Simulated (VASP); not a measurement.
# Si (a cell with a defect) in VASP: a series of runs

Si (a cell with a defect) is run at these levels: PBE; tasks: single point, relaxation of the atoms.

Program: VASP 6.6.1. These are calculated values, not measurements. Logs are shortened: lines on timing, memory, paths and dates and some standing lists are left out, and cuts for length are marked.

**1. The cell of the first run**

The cell holds a defect, 15 atoms: a = 7.736 Å, b = 7.736 Å, c = 7.736 Å, α = 60.00°, β = 60.00°, γ = 60.00°.

**2. Single point, PBE**

File INCAR:

```
ALGO = Normal
EDIFF = 1E-7
ENCUT = 520
GGA = PE
ISIF = 2
ISMEAR = 0
LASPH = T
LCHARG = F
LREAL = Auto
LWAVE = F
NBANDS = 43
NELECT = 58.0
NELM = 100
PREC = Accurate
SIGMA = 0.02
```

File KPOINTS:

```
k-points
0
Gamma
  2 2 2
```

File POSCAR:

```
Si
1.0
    0.0000000000      5.4700937627     -5.4700937627
    5.4700937627      5.4700937627      0.0000000000
    5.4700937627      0.0000000000     -5.4700937627
Si
15
Direct
    0.2768925115      0.2768925115      0.2768925115
    0.1166607060      0.6333392352      0.1166607060
    0.6333392352      0.1166607060      0.1166607060
    0.6333393266      0.6333393266      0.1166606145
    0.1166607060      0.1166607060      0.6333392352
    0.1166606145      0.6333393266      0.6333393266
    0.6333393266      0.1166606145      0.6333393266
    0.6249999814      0.6249999814      0.6249999814
    0.2768925115      0.6693223478      0.2768925115
    0.7475978799      0.7475978799      0.2572062859
    0.6693223478      0.2768925115      0.2768925115
    0.2572062859      0.7475978799      0.7475978799
    0.2768925115      0.2768925115      0.6693223478
    0.7475978799      0.7475978799      0.7475978799
    0.7475978799      0.2572062859      0.7475978799
```

Potentials or basis: VASP PAW PBE potentials, release 64 (Si).

On the command line:

```sh
> cat potpaw_PBE.64/Si/POTCAR > POTCAR
> mpirun -np 1 vasp_std > vasp.out
```

OUTCAR:

```text
EDIFF = 1E-7
   ENCUT = 520
   GGA = PE
   ISIF = 2
   ISMEAR = 0
   LASPH = T
   LREAL = Auto
   NELECT = 58.0
   NELM = 100
   PREC = Accurate

 ion  position               nearest neighbor table
   1  0.277  0.277  0.277-   2 2.32   3 2.32   5 2.32   9 3.04  11 3.04  13 3.04
   2  0.117  0.633  0.117-   9 2.32   1 2.32  10 2.33  12 2.33
   3  0.633  0.117  0.117-  11 2.32   1 2.32  10 2.33  15 2.33
   4  0.633  0.633  0.117-   9 2.32  11 2.32  14 2.33  10 2.33
   5  0.117  0.117  0.633-  13 2.32   1 2.32  12 2.33  15 2.33
   6  0.117  0.633  0.633-   9 2.32  13 2.32  14 2.33  12 2.33
   7  0.633  0.117  0.633-  11 2.32  13 2.32  14 2.33  15 2.33
   8  0.625  0.625  0.625-  14 2.32  12 2.32  10 2.32  15 2.32
   9  0.277  0.669  0.277-   2 2.32   4 2.32   6 2.32   1 3.04  11 3.04  13 3.04
  10  0.748  0.748  0.257-   8 2.32   4 2.33   2 2.33   3 2.33
  11  0.669  0.277  0.277-   3 2.32   4 2.32   7 2.32   1 3.04   9 3.04  13 3.04
  12  0.257  0.748  0.748-   8 2.32   6 2.33   2 2.33   5 2.33
  13  0.277  0.277  0.669-   5 2.32   6 2.32   7 2.32   1 3.04   9 3.04  11 3.04
  14  0.748  0.748  0.748-   8 2.32   6 2.33   7 2.33   4 2.33
  15  0.748  0.257  0.748-   8 2.32   7 2.33   3 2.33   5 2.33

  LATTYP: Found a face centered cubic cell.
 ALAT       =    10.9401875254

  Lattice vectors:

 A1 = (   0.0000000000,   5.4700937627,  -5.4700937627)
 A2 = (   5.4700937627,   5.4700937627,   0.0000000000)
 A3 = (   5.4700937627,   0.0000000000,  -5.4700937627)

Analysis of symmetry for initial positions (statically):
=====================================================================
 Subroutine PRICEL returns:
 Original cell was already a primitive cell.

 Routine SETGRP: Setting up the symmetry group for a
 face centered cubic supercell.

 Subroutine GETGRP returns: Found 24 space group operations
 (whereof  6 operations were pure point group operations)
 out of a pool of 48 trial point group operations.

The static configuration has the point symmetry C_3v.
 The point group associated with its full space group is T_d .

Analysis of symmetry for dynamics (positions and initial velocities):
=====================================================================
 Subroutine PRICEL returns:
 Original cell was already a primitive cell.

 Routine SETGRP: Setting up the symmetry group for a
 face centered cubic supercell.

 Subroutine GETGRP returns: Found 24 space group operations
 (whereof  6 operations were pure point group operations)
 out of a pool of 48 trial point group operations.

[... 122 lines left out ...]
   IALGO  =     38    algorithm
   IMIX   =      4    mixing-type and parameters
     AMIX     =   0.40;   BMIX     =  1.00
     AMIX_MAG =   1.60;   BMIX_MAG =  1.00
  volume/ion in A,a.u.               =      21.82       147.27
  Fermi-wavevector in a.u.,A,eV,Ry     =   0.919488  1.737580 11.503157  0.845458
  Thomas-Fermi vector in A             =   2.044687
   LORBIT       =      0    0 simple, 1 ext, 2 COOP (PROOUT), +10 PAW based schemes
   GGA     = PE    functional components
   LHFCALC =     F    Hartree Fock is set to
   AEXX    =    0.0000 exact exchange contribution
   IVDW    =     0    specifies the selected vdW correction
   LEPSILON=     F    determine dielectric tensor
   LRPA    =     F    only Hartree local field effects (RPA)
 non-spin polarized calculation
 Gauss-broadening in eV      SIGMA  =   0.02
  energy-cutoff  :      520.00
  volume of cell :      327.35
 maximum number of plane-waves:      8824
 NGX is ok and might be reduce to    60
   NGX = 29   NGY = 29   NGZ = 29

 number of electron      58.0000002 magnetization

 Free energy of the ion-electron system (eV)
  ---------------------------------------------------
  ext. energy  EPLUGINS =         0.00000000
  ---------------------------------------------------
  free energy    TOTEN  =       -87.79263644 eV

  energy without entropy =      -87.79263644  energy(sigma->0) =      -87.79263644

 E-fermi :   4.2914     XC(G=0):  -8.7376

 val. band max:        4.1531777428   @ k =   0.0000   0.0000   0.0000
 cond. band min:       5.5812262447   @ k =   0.0000   0.0000   0.0000
 fundamental gap:      1.4280485019
 Fermi energy:         4.2913713544

 k-point     1 :       0.0000    0.0000    0.0000
  band No.  band energies     occupation
      1      -6.9717      2.00000
      2      -4.7148      2.00000
      3      -4.7147      2.00000
      4      -4.7147      2.00000
      5      -4.6512      2.00000
      6      -2.9406      2.00000
[... 121 lines left out ...]
     40       9.2017      0.00000
     41       9.2017      0.00000
 [bands above 41 left out]

------------------------ aborting loop because EDIFF is reached ----------------------------------------

  FORCE on cell =-STRESS in cart. coord.  units (eV):
  Direction    XX          YY          ZZ          XY          YZ          ZX
  --------------------------------------------------------------------------------------
  -------------------------------------------------------------------------------------
  Total      -12.1691339    -12.1691339    -12.1691339      0.0000000      0.0000000     -0.0000000
  in kB      -59.5601721    -59.5601721    -59.5601721      0.0000000      0.0000000     -0.0000000
  external PRESSURE =     -59.5601721 kB  Pullay stress =       0.0000000 kB

 VOLUME and BASIS-vectors are now :
 -----------------------------------------------------------------------------
  energy-cutoff  :      520.00
  volume of cell :      327.35
      direct lattice vectors                 reciprocal lattice vectors
     0.000000000  5.470093763 -5.470093763    -0.091406111  0.091406111 -0.091406111
     5.470093763  5.470093763  0.000000000     0.091406111  0.091406111  0.091406111
     5.470093763  0.000000000 -5.470093763     0.091406111 -0.091406111 -0.091406111

 POSITION                                       TOTAL-FORCE (eV/Angst)
 -----------------------------------------------------------------------------------
      3.02926      3.02926     -3.02926         0.011619      0.011619     -0.011619
      4.10257      4.10257     -1.27629        -0.000000     -0.000000      0.005970
      1.27629      4.10257     -4.10257        -0.005970     -0.000000      0.000000
      4.10257      6.92885     -4.10257        -0.000000      0.005970      0.000000
      4.10257      1.27629     -4.10257        -0.000000     -0.005970      0.000000
      6.92885      4.10257     -4.10257         0.005970     -0.000000      0.000000
      4.10257      4.10257     -6.92885        -0.000000     -0.000000     -0.005970
      6.83762      6.83762     -6.83762        -0.000000     -0.000000      0.000000
      5.17588      5.17588     -3.02926        -0.011619     -0.011619     -0.011619
      5.49637      8.17886     -5.49637        -0.001678      0.001678      0.001678
      3.02926      5.17588     -5.17588         0.011619     -0.011619      0.011619
      8.17886      5.49637     -5.49637         0.001678     -0.001678      0.001678
      5.17588      3.02926     -5.17588        -0.011619      0.011619      0.011619
      8.17886      8.17886     -8.17886         0.001678      0.001678     -0.001678
      5.49637      5.49637     -8.17886        -0.001678     -0.001678     -0.001678
 -----------------------------------------------------------------------------------
    total drift:                               -0.000049     -0.000049      0.000049

  FREE ENERGIE OF THE ION-ELECTRON SYSTEM (eV)
  ---------------------------------------------------
  free  energy   TOTEN  =       -87.7926364407 eV

  energy  without entropy=      -87.7926364407  energy(sigma->0) =      -87.79263644
```

stdout:

```text
POSCAR found type information on POSCAR Si
 POSCAR found :  1 types and      15 ions
 scaLAPACK will be used
 LDA part: xc-table for (Slater+PW92), standard interpolation
 POSCAR, INCAR and KPOINTS ok, starting setup
 FFT: planning ... GRIDC
 FFT: planning ... GRID_SOFT
 FFT: planning ... GRID
 WAVECAR not read
 entering main loop
 the old and the new charge density differ
 old charge density:    60.00000 new   58.00000
    0.136E+01
```

Wall time 52 s (1 thread of Intel Xeon Platinum 8559C (Emerald Rapids), shared host); peak memory 0.44 GiB.

Results:

| Quantity | Value |
| --- | --- |
| Free energy | -87.7926 eV |
| Largest force | 0.020 eV/Å |

Forces on the atoms (eV/Å):
```
Si   0.012  0.012 -0.012
Si   0.000  0.000  0.006
Si  -0.006  0.000  0.000
Si   0.000  0.006  0.000
Si   0.000 -0.006  0.000
Si   0.006  0.000  0.000
Si   0.000  0.000 -0.006
Si   0.000  0.000  0.000
Si  -0.012 -0.012 -0.012
Si  -0.002  0.002  0.002
Si   0.012 -0.012  0.012
Si   0.002 -0.002  0.002
Si  -0.012  0.012  0.012
Si   0.002  0.002 -0.002
Si  -0.002 -0.002 -0.002
```

Caveat: the k points lie up to 0.50 Å⁻¹ apart; the cell carries a net charge on a neutralising background, which shifts energy and pressure; the cell is charged against a uniform background, so pressure and absolute levels hang on convention.

**3. Relaxation of the atoms, PBE**

File INCAR:

```
SYSTEM = Si
  PREC = Accurate
  ENCUT = 520
  EDIFF = 1E-6
  ISMEAR = 0
  SIGMA = 0.02
  LREAL = Auto
  LASPH = .True.
  NELM = 60
  ALGO = Normal
  ISIF = 2
  LWAVE = .False.
  LCHARG = .False.
  GGA = PE
  IBRION = 2
  NSW = 80
  EDIFFG = -0.02
  NELECT = 58.0
```

File KPOINTS:

```
Automatic mesh
0
Gamma
  2 2 2
  0 0 0
```

File POSCAR:

```
Si
1.0
    0.0000000000      5.4700937627     -5.4700937627
    5.4700937627      5.4700937627      0.0000000000
    5.4700937627      0.0000000000     -5.4700937627
Si
15
Direct
    0.1250000000      0.1250000000      0.1250000000
    0.1250000000      0.6250000000      0.1250000000
    0.6250000000      0.1250000000      0.1250000000
    0.6250000000      0.6250000000      0.1250000000
    0.1250000000      0.1250000000      0.6250000000
    0.1250000000      0.6250000000      0.6250000000
    0.6250000000      0.1250000000      0.6250000000
    0.6250000000      0.6250000000      0.6250000000
    0.2500000000      0.7500000000      0.2500000000
    0.7500000000      0.7500000000      0.2500000000
    0.7500000000      0.2500000000      0.2500000000
    0.2500000000      0.7500000000      0.7500000000
    0.2500000000      0.2500000000      0.7500000000
    0.7500000000      0.7500000000      0.7500000000
    0.7500000000      0.2500000000      0.7500000000
```

Potentials or basis: VASP PAW PBE potentials, release 64 (Si).

On the command line:

```sh
> cat potpaw_PBE.64/Si/POTCAR > POTCAR
> mpirun -np 1 vasp_std > vasp.out
```

It took 10 min on 1 thread of Intel Xeon Platinum 8559C (Emerald Rapids), shared host; peak memory 0.5 GiB.

The run converged. Its results:

| Item | Value |
| --- | --- |
| Free energy | -87.7927 eV |
| Energy gained by relaxing | 69.1 meV/atom |
| Ionic steps | 26 |
| Largest force after relaxing | 0.010 eV/Å |

Forces in eV/Å, atoms in the order of the input:
```
Si   0.006  0.006 -0.006
Si  -0.006 -0.006 -0.006
Si   0.006 -0.006  0.006
Si  -0.002  0.002  0.002
Si  -0.006  0.006  0.006
Si   0.002 -0.002  0.002
Si  -0.002 -0.002 -0.002
Si   0.002  0.002 -0.002
Si   0.000  0.000 -0.009
Si   0.000 -0.009  0.000
Si   0.009  0.000  0.000
Si  -0.009  0.000  0.000
Si   0.000  0.009  0.000
Si   0.000  0.000  0.000
Si   0.000  0.000  0.009
```

Step by step:
```
step  energy change (eV)  largest force (eV/Å)  pressure (GPa)
   1              0.0000                0.2061           -9.93
   2             -0.0124                0.2208           -9.81
   3             -0.0204                0.2689           -9.63
   4             -0.0300                0.3182           -9.48
   5             -0.0684                0.4478           -9.06
   6             -0.1441                0.6259           -8.47
   7             -0.2379                1.3671           -7.11
   8             -0.3362                2.2804           -5.79
   9             -0.3898                1.9442           -6.26
  10             -0.3912                1.9974           -6.19
  11             -0.3932                2.0007           -6.18
  12             -0.3988                2.0114           -6.16
  13             -0.4082                2.0331           -6.10
  14             -0.4207                2.0760           -5.99
  15             -0.4213                2.1661           -5.78
  16             -0.4251                2.1219           -5.88
  17             -0.4429                2.0955           -5.90
  18             -0.4951                2.0089           -5.91
  19             -0.5928                1.8370           -5.94
  20             -0.7611                1.4784           -5.97
  21             -0.9815                0.6962           -5.97
  22             -0.8942                1.1476           -5.63
  23             -1.0366                0.0590           -5.90
  24             -1.0369                0.0275           -5.89
  25             -1.0369                0.0254           -5.89
  26             -1.0371                0.0098           -5.91
```

Final structure:
```cif
data_structure
_symmetry_space_group_name_H-M 'P 1'
_symmetry_Int_Tables_number 1
_cell_length_a 7.7359
_cell_length_b 7.7359
_cell_length_c 7.7359
_cell_angle_alpha 60.000
_cell_angle_beta 60.000
_cell_angle_gamma 60.000
_cell_volume 327.35
loop_
_atom_site_label
_atom_site_type_symbol
_atom_site_fract_x
_atom_site_fract_y
_atom_site_fract_z
_atom_site_occupancy
Si1 Si 0.09759 0.09759 0.09759 1
Si2 Si 0.09759 0.70724 0.09759 1
Si3 Si 0.70724 0.09759 0.09759 1
Si4 Si 0.62739 0.62739 0.11782 1
Si5 Si 0.09759 0.09759 0.70724 1
Si6 Si 0.11782 0.62739 0.62739 1
Si7 Si 0.62739 0.11782 0.62739 1
Si8 Si 0.62739 0.62739 0.62739 1
Si9 Si 0.25841 0.74159 0.25841 1
Si10 Si 0.74159 0.74159 0.25841 1
Si11 Si 0.74159 0.25841 0.25841 1
Si12 Si 0.25841 0.74159 0.74159 1
Si13 Si 0.25841 0.25841 0.74159 1
Si14 Si 0.75000 0.75000 0.75000 1
Si15 Si 0.74159 0.25841 0.74159 1
```

Levels at points of the mesh, in eV from the Fermi level:
```
           k point  band 27  band 28  band 29  band 30  band 31  band 32
(0.00, 0.00, 0.00)    -0.10    -0.10    -0.10     1.33     1.53     1.53
(0.50, 0.00, 0.00)    -0.83    -0.14    -0.14     1.38     1.98     2.23
(0.50, 0.50, 0.00)    -0.98    -0.65    -0.11     1.45     2.18     2.34
```

Caveat: the k points lie up to 0.50 Å⁻¹ apart; the cell carries a net charge on a neutralising background, which shifts energy and pressure; the cell is charged against a uniform background, so pressure and absolute levels hang on convention.
